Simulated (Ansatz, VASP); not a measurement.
# Si in VASP and in Ansatz

```
Si
1.0
     0.00000    0.00000    2.49380
     2.62900    0.00000    0.00000
     0.00000    4.55356    0.00000
Si
2
Direct
  0.00000 0.08558 0.00000
  0.00000 0.41442 0.50000
```

Change from the starting cell: mode 4 (106.4 1/cm) frozen in, largest displacement +0.225 Å.

Alike in both runs: task single point; functional r2SCAN; k mesh 24 × 22 × 14; occupations gaussian, width 0.15 eV; no spin polarisation.

```csv
,VASP,Ansatz
version,VASP 6.6.1,Ansatz 0.2.0
potentials or method,"VASP PAW PBE potentials, release 64 (Si), cutoff 520 eV","scalar-relativistic, plane waves, PAW"
valence electrons in the cell,8,8
```

Ansatz gave:

| Quantity | Value |
| --- | --- |
| gap on the k mesh at the Fermi level (eV) | none |
| pressure (GPa) | 3.7 |
| traceless stress, the component that is largest in VASP (GPa) | 5.67 |
| rms of the force components (eV/Å) | 0.177 |

**Question.** What did VASP give for the same quantities?

**Answer.** gap on the k mesh at the Fermi level (eV): none; pressure (GPa): 3.6; traceless stress, the component that is largest in VASP (GPa): 5.64; rms of the force components (eV/Å): 0.173.

VASP's potentials were made for PBE, not for r2SCAN. Atom by atom the forces differ by 0.004 eV/Å (rms over components). A gap of «none» marks a metal or a gap that the smearing closes. The functional is the same, so the differences come from potentials, cutoffs and numerics.
